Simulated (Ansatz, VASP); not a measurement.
## Two plane-wave programs on Ga

INCAR

```
SYSTEM = Ga
ALGO     = Fast           ! electronic algorithm
EDIFF    = 1E-7           ! SCF threshold, eV
ENCUT    = 520            ! plane-wave cutoff, eV
GGA      = PS             ! functional
ISIF     = 2              ! what is computed and relaxed
ISMEAR   = 0              ! smearing method
LASPH    = .True.         ! aspherical terms in the spheres
LCHARG   = .False.        ! write CHGCAR
LREAL    = .False.        ! projectors in reciprocal space
LWAVE    = .False.        ! write WAVECAR
NBANDS   = 20             ! bands
NELM     = 80             ! most SCF steps
PREC     = Accurate       ! precision mode
SIGMA    = 0.15           ! smearing width, eV
```

Contents of KPOINTS:

```
k-points
0
Gamma
  18 18 16
  0 0 0
```

Contents of POSCAR:

```
Ga
1.0
    1.4500000000     -4.0650000000      0.0000000000
    1.4500000000      4.0650000000      0.0000000000
    0.0000000000      0.0000000000      3.3285000000
Ga
2
Direct
    0.8670000000      0.1330000000      0.2500000000
    0.1330000000      0.8670000000      0.7500000000
```

Input for Ansatz:

```yaml
crystal:
  lattice:
    - [1.45, -4.065, 0.0]
    - [1.45, 4.065, 0.0]
    - [0.0, 0.0, 3.3285]
  atoms:
    - { symbol: Ga, position: [0.867, 0.133, 0.25] }
    - { symbol: Ga, position: [0.133, 0.867, 0.75] }
basis:
  ecutwfc: 420
kpoints:
  mp_grid: { grid: [18, 18, 16] }
hamiltonian:
  xc: pbesol
scf:
  occupations: { method: gaussian, width: 0.15 }
output:
  forces: true
  stress: true
  eigenvalues: true
  write_density: true
  write_potential: true
  elf: true
  volumetric_format: npy
```

Change from the starting cell: strain +0.000 along x and y, +0.050 along z, atoms carried along.

Alike in both runs: task single point; functional PBEsol; k mesh 18 × 18 × 16; occupations gaussian, width 0.15 eV; no spin polarisation.

|  | VASP | Ansatz |
| --- | --- | --- |
| version | VASP 6.6.1 | Ansatz 0.2.0 |
| potentials or method | VASP PAW PBE potentials, release 64 (Ga_d), cutoff 520 eV | scalar-relativistic, plane waves, PAW |
| valence electrons in the cell | 26 | 26 |

Ansatz gave:

```
gap on the k mesh at the Fermi level (eV)                     : none
pressure (GPa)                                                : -4.2
traceless stress, the component that is largest in VASP (GPa) : -0.89
rms of the force components (eV/Å)                            : 0.088
```

Which values does VASP return?

gap on the k mesh at the Fermi level (eV): none; pressure (GPa): -4.1; traceless stress, the component that is largest in VASP (GPa): -0.88; rms of the force components (eV/Å): 0.088.

VASP's potentials were made for PBE, not for PBEsol. Atom by atom the forces differ by 0.000 eV/Å (rms over components). A gap of «none» marks a metal or a gap that the smearing closes. With one functional, cell and mesh, what is left measures potentials, basis and numerics.
